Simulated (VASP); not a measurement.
Crystal: KCl.

```
K Cl
1.0
     3.83920    0.00000    0.00000
     0.00000    3.83920    0.00000
     0.00000    0.00000    3.83920
K Cl
1 1
Direct
  0.00000 0.00000 0.00000
  0.50000 0.50000 0.50000
```

Base run:

```yaml
Program: VASP 6.6.1
Functional: PBE-based screened hybrid with 20 % exact exchange
Potentials_or_basis: VASP PAW PBE potentials, release 64 (K_sv, Cl)
Cutoff: 520 eV
k_mesh: 4 × 4 × 4
Occupations: fermi-dirac, width 0.05 eV
Spin: no spin polarisation
```

Its results: band gap on the k mesh 5.87 eV (least direct gap 6.08 eV); pressure -0.4 GPa.

After a change of settings the same cell gave: band gap on the k mesh 7.53 eV (least direct gap 7.76 eV); pressure -0.9 GPa. Which change was it?
A. functional from PBE-based screened hybrid with 20 % exact exchange to PBE-based screened hybrid with 50 % exact exchange; share of exact exchange from 0.2 to 0.5
B. functional from PBE-based screened hybrid with 20 % exact exchange to PBE-based screened hybrid with 10 % exact exchange; share of exact exchange from 0.2 to 0.1
C. functional from PBE-based screened hybrid with 20 % exact exchange to PBE-based screened hybrid with 5 % exact exchange; share of exact exchange from 0.2 to 0.05
D. functional from PBE-based screened hybrid with 20 % exact exchange to PBE0; share of exact exchange from 0.2 to 0.25

A.

Caveats: the PAW data sets were made with another functional, which shifts forces and pressure a little.
